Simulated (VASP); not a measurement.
# Li16NO7 (a cell with a defect) in VASP: a series of runs

Li16NO7 (a cell with a defect) is run at these levels: RPBE, PBEsol; tasks: single point.

Everything below comes from runs of VASP 6.6.1. Logs are shortened: lines on timing, memory, paths and dates and some standing lists are left out, and cuts for length are marked.

**1. The cell of the first run**

The cell holds a defect, 24 atoms: a = 6.477 Å, b = 6.477 Å, c = 6.477 Å, α = 60.00°, β = 60.00°, γ = 60.00°.

**2. Single point, RPBE**

File INCAR:

```
PREC = Accurate
ENCUT = 650
EDIFF = 1E-6
ISMEAR = -1
SIGMA = 0.05
LREAL = False
LASPH = True
NELM = 120
ALGO = Normal
ISIF = 2
LWAVE = False
LCHARG = True
GGA = RP
LELF = True
LVHAR = True
NBANDS = 66
NELECT = 96.0
ISYM = 0
GGA_COMPAT = False
```

File KPOINTS:

```
Automatic mesh
0
Gamma
  1 1 1
  0.25 0.25 0.25
```

File POSCAR:

```
Li16NO7
1.0
    0.0000000000      4.5798870000      4.5798870000
    4.5798870000      0.0000000000      4.5798870000
    4.5798870000      4.5798870000      0.0000000000
Li O N
16 7 1
Direct
    0.8807210000      0.3707130000      0.3754200000
    0.3725620000      0.8690790000      0.8835160000
    0.3768120000      0.8725960000      0.3796330000
    0.8605320000      0.3896230000      0.8729700000
    0.3726980000      0.3613170000      0.8774030000
    0.8734490000      0.8747950000      0.3829930000
    0.1228240000      0.1269810000      0.1248250000
    0.6390650000      0.6248400000      0.6174520000
    0.3694880000      0.3807650000      0.3881360000
    0.8743400000      0.8837000000      0.8754650000
    0.1362580000      0.1216250000      0.6234230000
    0.6301700000      0.6128500000      0.1325580000
    0.1235730000      0.6277120000      0.1242220000
    0.6218370000      0.1336750000      0.6293620000
    0.6279150000      0.1150900000      0.1176850000
    0.1288690000      0.6278340000      0.6253240000
    0.9956430000      0.9981800000      0.9955400000
    0.9959150000      0.9961520000      0.5068940000
    0.4918140000      0.4983440000      0.0115600000
    0.0073560000      0.5098670000      0.9953580000
    0.4900360000      0.0034490000      0.5037540000
    0.4894160000      0.0013780000      0.0137450000
    0.0033500000      0.4980500000      0.4991620000
    0.4961560000      0.4991350000      0.5091030000
```

Potentials or basis: VASP PAW PBE potentials, release 64 (Li_sv, O, N).

Launch:

```bash
$ cat potpaw_PBE.64/Li_sv/POTCAR potpaw_PBE.64/O/POTCAR potpaw_PBE.64/N/POTCAR > POTCAR
$ mpirun -np 1 vasp_std > vasp.out
```

OUTCAR:

```text
PREC = Accurate
   ENCUT = 650
   EDIFF = 1E-6
   ISMEAR = -1
   LREAL = False
   LASPH = True
   NELM = 120
   ISIF = 2
   GGA = RP
   NELECT = 96.0
   ISYM = 0

 ion  position               nearest neighbor table
   1  0.881  0.371  0.375-  23 1.98  18 1.98  20 2.01  24 2.03  12 2.26   7 2.26  14 2.27   8 2.27
                            13 2.29  11 2.31
   2  0.373  0.869  0.884-  19 1.96  17 1.99  22 2.01  21 2.01  13 2.25  11 2.27   7 2.29  12 2.32
                             8 2.34  14 2.35
   3  0.377  0.873  0.380-  22 1.94  21 1.95  24 1.98  18 2.01  16 2.26  11 2.26  15 2.26   8 2.29
                            12 2.32   7 2.33
   4  0.861  0.390  0.873-  19 1.95  23 1.98  20 2.06  17 2.07   8 2.19  12 2.22  16 2.32  15 2.33
                             7 2.36  11 2.37
   5  0.373  0.361  0.877-  22 1.91  20 1.94  24 1.95  19 2.07  14 2.18   7 2.22  15 2.27  16 2.27
                            13 2.35   8 2.43
   6  0.873  0.875  0.383-  18 1.94  23 1.99  21 2.03  17 2.05   8 2.22  16 2.28   7 2.30  14 2.31
                            13 2.32  15 2.34
   7  0.123  0.127  0.125-  22 1.94  18 2.02  20 2.03  17 2.04   5 2.22   1 2.26   2 2.29   6 2.30
                             3 2.33   4 2.36
   8  0.639  0.625  0.617-  23 1.93  24 2.00  21 2.01  19 2.09   4 2.19   6 2.22   1 2.27   3 2.29
                             2 2.34   5 2.43
   9  0.369  0.381  0.388-  24 1.94  23 1.94  19 1.99  21 2.00  16 2.22  11 2.26  12 2.26  14 2.26
                            13 2.34  15 2.46
  10  0.874  0.884  0.875-  17 1.88  18 1.95  20 1.98  22 2.04  15 2.17  13 2.28  14 2.28  11 2.29
                            16 2.32  12 2.36
  11  0.136  0.122  0.623-  21 1.87  17 1.97  23 1.99  18 2.02   3 2.26   9 2.26   2 2.27  10 2.29
                             1 2.31   4 2.37
  12  0.630  0.613  0.133-  19 1.98  24 1.99  20 2.00  22 2.06   4 2.22   9 2.26   1 2.26   2 2.32
                             3 2.32  10 2.36
  13  0.124  0.628  0.124-  20 1.92  19 1.95  17 1.96  23 1.98   2 2.25  10 2.28   1 2.29   6 2.32
                             9 2.34   5 2.35
  14  0.622  0.134  0.629-  24 1.93  18 1.98  22 2.03  21 2.05   5 2.18   9 2.26   1 2.27  10 2.28
                             6 2.31   2 2.35
  15  0.628  0.115  0.118-  22 1.89  17 1.95  19 2.03  21 2.04  10 2.17   3 2.26   5 2.27   4 2.33
                             6 2.34   9 2.46
  16  0.129  0.628  0.625-  24 1.94  18 1.95  20 1.96  23 2.02   9 2.22   3 2.26   5 2.27   6 2.28
                            10 2.32   4 2.32
  17  0.996  0.998  0.996-  10 1.88  15 1.95  13 1.96  11 1.97   2 1.99   7 2.04   6 2.05   4 2.07

  18  0.996  0.996  0.507-   6 1.94  16 1.95  10 1.95  14 1.98   1 1.98   3 2.01   7 2.02  11 2.02

  19  0.492  0.498  0.012-  13 1.95   4 1.95   2 1.96  12 1.98   9 1.99  15 2.03   5 2.07   8 2.09

  20  0.007  0.510  0.995-  13 1.92   5 1.94  16 1.96  10 1.98  12 2.00   1 2.01   7 2.03   4 2.06

  21  0.490  0.003  0.504-  11 1.87   3 1.95   9 2.00   8 2.01   2 2.01   6 2.03  15 2.04  14 2.05

  22  0.489  0.001  0.014-  15 1.89   5 1.91   3 1.94   7 1.94   2 2.01  14 2.03  10 2.04  12 2.06

  23  0.003  0.498  0.499-   8 1.93   9 1.94   1 1.98   4 1.98  13 1.98  11 1.99   6 1.99  16 2.02

  24  0.496  0.499  0.509-  14 1.93   9 1.94  16 1.94   5 1.95   3 1.98  12 1.99   8 2.00   1 2.03

IMPORTANT INFORMATION: All symmetrisations will be switched off!
NOSYMM: (Re-)initialisation of all symmetry stuff for point group C_1.

----------------------------------------------------------------------------------------

                                     Primitive cell

  volume of cell :     192.1296

  direct lattice vectors                    reciprocal lattice vectors
     0.000000000  4.579887000  4.579887000    -0.109172999  0.109172999  0.109172999
     4.579887000  0.000000000  4.579887000     0.109172999 -0.109172999  0.109172999
     4.579887000  4.579887000  0.000000000     0.109172999  0.109172999 -0.109172999

  length of vectors
     6.476938310  6.476938310  6.476938310     0.189093182  0.189093182  0.189093182

  position of ions in fractional coordinates (direct lattice)
     0.880721000  0.370713000  0.375420000
     0.372562000  0.869079000  0.883516000
     0.376812000  0.872596000  0.379633000
     0.860532000  0.389623000  0.872970000
     0.372698000  0.361317000  0.877403000
     0.873449000  0.874795000  0.382993000
[... 16 lines left out ...]
     0.003350000  0.498050000  0.499162000
     0.496156000  0.499135000  0.509103000

  ion indices of the primitive-cell ions
   primitive index   ion index
                 1           1
                 2           2
                 3           3
                 4           4
                 5           5
                 6           6
[... 16 lines left out ...]
                23          23
                24          24

----------------------------------------------------------------------------------------

 KPOINTS: Automatic mesh

Automatic generation of k-mesh.
 Grid dimensions read from file:
 generate k-points for:    1    1    1

 Generating k-lattice:

  Cartesian coordinates                     Fractional coordinates (reciprocal lattice)
    -0.109172999  0.109172999  0.109172999     1.000000000  0.000000000  0.000000000
     0.109172999 -0.109172999  0.109172999     0.000000000  1.000000000  0.000000000
     0.109172999  0.109172999 -0.109172999     0.000000000  0.000000000  1.000000000

  Length of vectors
     0.189093182  0.189093182  0.189093182

  Shift w.r.t. Gamma in fractional coordinates (k-lattice)
     0.250000000  0.250000000  0.250000000

 Subroutine IBZKPT returns following result:
 ===========================================

 Found      4 irreducible k-points:

 Following reciprocal coordinates:
            Coordinates               Weight
  0.250000  0.250000  0.250000      2.000000
  0.250000  0.000000  0.000000      2.000000
  0.000000  0.000000 -0.250000      2.000000
  0.000000  0.250000  0.000000      2.000000
   k-points           NKPTS =      4   k-points in BZ     NKDIM =      4   number of bands    NBANDS=     66
   number of dos      NEDOS =    301   number of ions     NIONS =     24
   total plane-waves  NPLWV = 157464
   dimension x,y,z NGX =    54 NGY =   54 NGZ =   54
   dimension x,y,z NGXF=   108 NGYF=  108 NGZF=  108
   ions per type =              16   7   1
   NGX,Y,Z   is equivalent  to a cutoff of  13.86, 13.86, 13.86 a.u.
   NGXF,Y,Z  is equivalent  to a cutoff of  27.72, 27.72, 27.72 a.u.
 SYSTEM =  unknown system
   PREC   = accura    normal or accurate (medium, high low for compatibility)
   ISTART =      0    job   : 0-new  1-cont  2-samecut
   ICHARG =      2    charge: 1-file 2-atom 10-const
   ISPIN  =      1    spin polarized calculation?
   LNONCOLLINEAR =      F non collinear calculations
   LSORBIT =      F    spin-orbit coupling
   LASPH  =      T    aspherical Exc in radial PAW
   ENCUT  =  650.0 eV  47.77 Ry    6.91 a.u.  13.46 13.46 13.46*2*pi/ulx,y,z
   NELM   =    120;   NELMIN=  2; NELMDL= -5     # of ELM steps
   EDIFF  = 0.1E-05   stopping-criterion for ELM
   LREAL  =      F    real-space projection
   EDIFFG = 0.1E-04   stopping-criterion for IOM
   NSW    =      0    number of steps for IOM
   IBRION =     -1    ionic relax: 0-MD 1-quasi-New 2-CG
   NFREE  =      0    steps in history (QN), initial steepest desc. (CG)
   ISIF   =      2    stress and relaxation
   ISYM   =      0    0-nonsym 1-usesym 2-fastsym
   POTIM  = 0.5000    time-step for ionic-motion
   TEBEG  =    0.0;   TEEND  =   0.0 temperature during run
   PSTRESS=    0.0 pullay stress
   NELECT =      96.0000    total number of electrons
   NUPDOWN=      -1.0000    fix difference up-down
   EMIN   =  10.00;   EMAX   =-10.00  energy-range for DOS
   EFERMI =   0.00;   METHOD = LEGACY
   ISMEAR =    -1;   SIGMA  =   0.05  broadening in eV -4-tet -1-fermi 0-gaus
   EFERMI_NEDOS =   21; number of points for ismear=-14 and -15
   IALGO  =     38    algorithm
   IMIX   =      4    mixing-type and parameters
     AMIX     =   0.40;   BMIX     =  1.00
     AMIX_MAG =   1.60;   BMIX_MAG =  1.00
  volume/ion in A,a.u.               =       8.01        54.02
  Fermi-wavevector in a.u.,A,eV,Ry     =   1.299074  2.454893 22.961092  1.687593
  Thomas-Fermi vector in A             =   2.430361
   LORBIT       =      0    0 simple, 1 ext, 2 COOP (PROOUT), +10 PAW based schemes
   GGA     = RP    functional components
   LHFCALC =     F    Hartree Fock is set to
   AEXX    =    0.0000 exact exchange contribution
   IVDW    =     0    specifies the selected vdW correction
   LEPSILON=     F    determine dielectric tensor
   LRPA    =     F    only Hartree local field effects (RPA)
 non-spin polarized calculation
  energy-cutoff  :      650.00
  volume of cell :      192.13
 maximum number of plane-waves:      7261
 NGX is ok and might be reduce to    54
   NGX = 27   NGY = 27   NGZ = 27

 number of electron      95.9999999 magnetization

 Free energy of the ion-electron system (eV)
  ---------------------------------------------------
  ext. energy  EPLUGINS =         0.00000000
  ---------------------------------------------------
  free energy    TOTEN  =      -101.34712287 eV

  energy without entropy =     -101.34712287  energy(sigma->0) =     -101.34712287

 E-fermi :   5.1229     XC(G=0):  -9.7303

 val. band max:        3.7815848890   @ k =   0.2500   0.0000   0.0000
 cond. band min:       7.1647181500   @ k =   0.2500   0.2500   0.2500
 fundamental gap:      3.3831332610
 Fermi energy:         5.1229352133

 k-point     1 :       0.2500    0.2500    0.2500
  band No.  band energies     occupation
      1     -42.1813      2.00000
      2     -42.1342      2.00000
      3     -42.0770      2.00000
      4     -41.9428      2.00000
      5     -41.8662      2.00000
      6     -41.7815      2.00000
[... 52 lines left out ...]
     59      12.6116      0.00000
     60      13.4921      0.00000

 k-point     2 :       0.2500    0.0000    0.0000
  band No.  band energies     occupation
      1     -42.1810      2.00000
      2     -42.1345      2.00000
      3     -42.0773      2.00000
      4     -41.9426      2.00000
      5     -41.8648      2.00000
      6     -41.7839      2.00000
[... 52 lines left out ...]
     59      12.6087      0.00000
     60      13.4829      0.00000

 k-point     3 :       0.0000    0.0000   -0.2500
  band No.  band energies     occupation
      1     -42.1805      2.00000
      2     -42.1356      2.00000
      3     -42.0765      2.00000
      4     -41.9430      2.00000
      5     -41.8648      2.00000
      6     -41.7830      2.00000
[... 52 lines left out ...]
     59      12.5833      0.00000
     60      13.5156      0.00000

 k-point     4 :       0.0000    0.2500    0.0000
  band No.  band energies     occupation
      1     -42.1803      2.00000
      2     -42.1360      2.00000
      3     -42.0765      2.00000
      4     -41.9430      2.00000
      5     -41.8651      2.00000
      6     -41.7814      2.00000
[... 52 lines left out ...]
     59      12.5734      0.00000
     60      13.5006      0.00000
 [bands above 60 left out]

------------------------ aborting loop because EDIFF is reached ----------------------------------------

  FORCE on cell =-STRESS in cart. coord.  units (eV):
  Direction    XX          YY          ZZ          XY          YZ          ZX
  --------------------------------------------------------------------------------------
  -------------------------------------------------------------------------------------
  Total       17.5152553     17.2485674     17.1211832      0.0677366      0.2132262      0.0912727
  in kB      146.0604961    143.8365735    142.7743110      0.5648583      1.7781029      0.7611273
  external PRESSURE =     144.2237935 kB  Pullay stress =       0.0000000 kB

 VOLUME and BASIS-vectors are now :
 -----------------------------------------------------------------------------
  energy-cutoff  :      650.00
  volume of cell :      192.13
      direct lattice vectors                 reciprocal lattice vectors
     0.000000000  4.579887000  4.579887000    -0.109172999  0.109172999  0.109172999
     4.579887000  0.000000000  4.579887000     0.109172999 -0.109172999  0.109172999
     4.579887000  4.579887000  0.000000000     0.109172999  0.109172999 -0.109172999

 POSITION                                       TOTAL-FORCE (eV/Angst)
 -----------------------------------------------------------------------------------
      3.41720      5.75298      5.73143         0.370371     -0.214750     -0.236867
      8.02669      5.75270      5.68658        -0.159639      0.035351      0.148260
      5.73507      3.46443      5.72215        -0.205849      0.181261     -0.346248
      5.78253      7.93924      5.72557        -0.247780      0.314515      0.001095
      5.67320      5.72532      3.36171         0.373822     -0.219212      0.737963
      5.76053      5.75436      8.00676         0.031416     -0.154611      0.034860
[... 16 lines left out ...]
      4.56712      2.30145      2.29636         0.354926     -0.059552     -0.018154
      4.61762      4.60397      4.55832        -0.374051      0.209824      0.429188
 -----------------------------------------------------------------------------------
    total drift:                                0.001186     -0.001205      0.000613

  FREE ENERGIE OF THE ION-ELECTRON SYSTEM (eV)
  ---------------------------------------------------
  free  energy   TOTEN  =      -101.3471228743 eV

  energy  without entropy=     -101.3471228743  energy(sigma->0) =     -101.34712287
```

It took 2 min on 1 thread of Intel Xeon Platinum 8375C at 2.90GHz (Ice Lake), shared host; peak memory 0.41 GiB.

What came out:

```
Free energy   : -101.3471 eV
Largest force : 0.988 eV/Å
```

Forces in eV/Å, atoms in the order of the input:
```
Li   0.370 -0.215 -0.237
Li  -0.160  0.035  0.148
Li  -0.206  0.181 -0.346
Li  -0.248  0.315  0.001
Li   0.374 -0.219  0.738
Li   0.031 -0.155  0.035
Li   0.085  0.005 -0.085
Li   0.012 -0.580 -0.800
Li  -0.341  0.021  0.180
Li  -0.448 -0.122 -0.305
Li   0.166 -0.267 -0.143
Li   0.524  0.097 -0.115
Li  -0.180  0.180 -0.088
Li  -0.131 -0.182 -0.016
Li   0.840  0.094  0.070
Li  -0.052  0.263  0.127
O    0.569  0.333  0.325
O   -0.028 -0.283  0.202
O   -0.265  0.141  0.470
O   -0.064 -0.226 -0.904
O   -0.220  0.591  0.320
O   -0.610 -0.157  0.012
O    0.355 -0.060 -0.018
N   -0.374  0.210  0.429
```

Levels at points of the mesh, in eV from the Fermi level:
```tsv
k point	band 44	band 45	band 46	band 47	band 48	band 49	band 50	band 51	band 52	band 53
(0.25, 0.25, 0.25)	-3.82	-3.67	-1.60	-1.44	-1.41	2.04	2.16	2.28	2.73	4.76
```

Caveat: the k points lie up to 0.59 Å⁻¹ apart; the cell carries a net charge on a neutralising background, which shifts energy and pressure; the cell is charged against a uniform background, so pressure and absolute levels hang on convention; the PAW data sets were made with another functional, which shifts forces and pressure a little.

**3. Single point, PBEsol**

File INCAR:

```
SYSTEM = Li16NO7
ALGO = Normal
EDIFF = 1E-6
ENCUT = 650
GGA = PS
GGA_COMPAT = .FALSE.
ISIF = 2
ISMEAR = 0
ISYM = 0
LASPH = .TRUE.
LCHARG = .FALSE.
LREAL = .FALSE.
LWAVE = .FALSE.
NBANDS = 66
NELECT = 96.0
NELM = 120
PREC = Accurate
SIGMA = 0.01
```

KPOINTS is that of step 2.

POSCAR is that of step 2.

Potentials or basis: VASP PAW PBE potentials, release 64 (Li_sv, O, N).

Launch:

```bash
$ cat potpaw_PBE.64/Li_sv/POTCAR potpaw_PBE.64/O/POTCAR potpaw_PBE.64/N/POTCAR > POTCAR
$ mpirun -np 1 vasp_std > vasp.out
```

Run time: 2 min. Hardware: 1 thread of Intel Xeon Platinum 8375C at 2.90GHz (Ice Lake), shared host; peak memory 0.38 GiB.

Results (log left out):

- Free energy: -110.6622 eV
- Largest force: 0.957 eV/Å

Forces in eV/Å, atoms in the order of the input:
```
Li   0.362 -0.195 -0.222
Li  -0.162  0.034  0.136
Li  -0.198  0.173 -0.323
Li  -0.246  0.293 -0.001
Li   0.364 -0.217  0.704
Li   0.034 -0.135  0.039
Li   0.075  0.023 -0.068
Li   0.002 -0.567 -0.771
Li  -0.329  0.010  0.171
Li  -0.441 -0.099 -0.276
Li   0.151 -0.241 -0.126
Li   0.509  0.089 -0.117
Li  -0.190  0.168 -0.088
Li  -0.125 -0.178 -0.004
Li   0.803  0.081  0.057
Li  -0.039  0.265  0.132
O    0.512  0.300  0.282
O   -0.025 -0.268  0.175
O   -0.233  0.147  0.462
O   -0.055 -0.208 -0.842
O   -0.202  0.544  0.280
O   -0.541 -0.152  0.035
O    0.344 -0.062 -0.018
N   -0.368  0.196  0.383
```

Levels at points of the mesh, in eV from the Fermi level:
```csv
k point,band 45,band 46,band 47,band 48,band 49,band 50,band 51,band 52
"(0.25, 0.25, 0.25)",-2.38,-0.36,-0.20,-0.16,3.06,3.19,3.31,3.80
```

Caveat: the k points lie up to 0.59 Å⁻¹ apart; the cell carries a net charge on a neutralising background, which shifts energy and pressure; the cell is charged against a uniform background, so pressure and absolute levels hang on convention; the PAW data sets were made with another functional, which shifts forces and pressure a little.

(Continued in part 2 of 2.)
